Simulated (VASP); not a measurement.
The system is SrO.

```
Sr O
1.0
     0.00000    2.58378    2.58378
     2.58378    0.00000    2.58378
     2.58378    2.58378    0.00000
Sr O
1 1
Direct
  0.50000 0.50000 0.50000
  0.00000 0.00000 0.00000
```

```yaml
Program: VASP 6.6.1
Task: relaxation of cell and atoms
Functional: PBE
Potentials_or_basis: VASP PAW PBE potentials, release 64 (Sr_sv, O)
Cutoff: 600 eV
k_mesh: 8 × 8 × 8
Occupations: gaussian, width 0.02 eV
Spin: no spin polarisation
```

At the start: pressure 1.8 GPa; volume 17.25 Å³/atom.

Task: Where does the relaxation end?

Result: Over 3 steps the energy falls by 2.1 meV/atom and the volume is 17.61 Å³/atom (+2.1 %); space group Fm-3m (No. 225, to 0.05 Å).

Step by step:
| step | energy change (eV) | largest force (eV/Å) | pressure (GPa) | volume (Å³) |
| --- | --- | --- | --- | --- |
| 1 | 0.0000 | 0.0000 | 1.85 | 34.50 |
| 2 | -0.0036 | 0.0000 | -0.64 | 35.50 |
| 3 | -0.0041 | 0.0000 | 0.00 | 35.23 |

Final structure:
```yaml
crystal:
  lattice:
    - [0.00000, 2.60185, 2.60185]
    - [2.60185, 0.00000, 2.60185]
    - [2.60185, 2.60185, 0.00000]
  atoms:
    - { symbol: Sr, position: [0.50000, 0.50000, 0.50000] }
    - { symbol: O, position: [0.00000, 0.00000, 0.00000] }
```
